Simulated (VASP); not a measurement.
## WS: single point with r2SCAN+U

Crystal: WS.

```
CELL_PARAMETERS angstrom
3.12362 0.00000 0.00000
0.00000 3.12362 0.00000
0.00000 0.00000 3.12362
ATOMIC_POSITIONS crystal
W 0.00000 0.00000 0.00000
S 0.50000 0.50000 0.50000
```

* Program: VASP 6.6.1
* Task: single point
* Functional: r2SCAN
* Potentials or basis: VASP PAW PBE potentials, release 64 (W_sv, S)
* Cutoff: 520 eV
* k mesh: 14 × 14 × 14
* Occupations: gaussian, width 0.1 eV
* Spin: no spin polarisation
* Hubbard terms: W d U = 6.2 eV
* Dipole correction: no
* Further INCAR settings: ALGO = Normal; EDIFF = 1e-06; NBANDS = 17

| Item | Value |
| --- | --- |
| Pressure | -13.6 GPa |
| Band gap on the k mesh | zero (band 10 reaches 13.25 eV, above the bottom of band 11 at 10.76 eV) |

Levels at points of the mesh, in eV from the Fermi level:
```csv
k point,band 6,band 7,band 8,band 9,band 10,band 11,band 12,band 13,band 14,band 15
"(0.00, 0.00, 0.00)",-4.93,-4.93,-3.51,-3.51,-3.51,0.76,1.51,1.51,1.51,9.08
"(0.50, 0.00, 0.00)",-10.57,-4.62,-4.62,-3.89,1.41,2.11,4.16,4.16,4.63,4.65
"(0.50, 0.50, 0.00)",-7.50,-7.50,-5.02,-2.21,-0.65,-0.65,0.53,2.08,3.71,9.62
"(0.50, 0.50, 0.50)",-8.48,-8.48,-8.48,1.61,1.61,1.61,2.21,2.21,5.11,5.11
```

Eigenvalues of the final occupation matrices:
```
    site  spin  trace               eigenvalues
site 1 d     1   1.60  0.23 0.23 0.23 0.45 0.45
site 1 d     2   1.60  0.23 0.23 0.23 0.45 0.45
```

Run time: 6.2 min on 1 thread of AMD EPYC 7571 (shared host), peak memory 0.16 GiB.

Caveat: the PAW data sets were made with another functional, which shifts forces and pressure a little; spin-orbit coupling is left out, which moves the levels of the heavy elements; U without spin polarisation on a metal has little footing.
